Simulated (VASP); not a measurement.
Wanted: the native input for a VASP 6.6.1 run.

- Task: relaxation of cell and atoms
- Functional: PBEsol
- Potentials or basis: VASP PAW PBE potentials, release 64 (Ag)
- Cutoff: 600 eV
- k mesh: 12 × 12 × 12
- Occupations: fermi-dirac, width 0.1 eV
- Spin: no spin polarisation
- Dipole correction: no
- Further INCAR settings: ALGO = Normal; EDIFF = 1e-06; IBRION = 2; EDIFFG = -0.01; NSW = 80; ISIF = 3

The structure of Ag lies in POSCAR:

```
Ag
1.0
    2.6410353091      0.0000000000      0.0000000000
    0.0000000000      2.6410353091      0.0000000000
    0.0000000000      0.0000000000      2.6410353091
Ag
1
Direct
    0.0000000000      0.0000000000      0.0000000000
```

The input as run:

INCAR

```
PREC = Accurate ; ENCUT = 600
EDIFF = 1E-6 ; ISMEAR = -1
SIGMA = 0.1 ; LREAL = False
LASPH = True ; NELM = 60
ALGO = Normal ; ISIF = 3
LWAVE = False ; LCHARG = False
GGA = PS ; IBRION = 2
NSW = 80 ; EDIFFG = -0.01
```

KPOINTS

```
regular mesh
0
Gamma
  12 12 12
```

Potentials or basis: VASP PAW PBE potentials, release 64 (Ag).

Launch:

```sh
$ cat potpaw_PBE.64/Ag/POTCAR > POTCAR
$ mpirun -np 1 vasp_std > vasp.out
```

Results of the run:

| Item | Value |
| --- | --- |
| Relaxed volume | 19.32 Å³/atom |
| Relaxed cell | a = 2.683 Å, b = 2.683 Å, c = 2.683 Å, α = 90.00°, β = 90.00°, γ = 90.00° |
| Space group after relaxing (to 0.05 Å) | Pm-3m (No. 221) |
| Energy gained by relaxing | 12.7 meV/atom |
| Ionic steps | 3 |
| Pressure after relaxing | 0.0 GPa |

Caveat: the PAW data sets were made with another functional, which shifts forces and pressure a little.

Wall time 9.5 s on 1 thread of Intel(R) Xeon(R) 6975P-C (Granite Rapids), with other jobs on the host, peak memory 0.16 GiB.
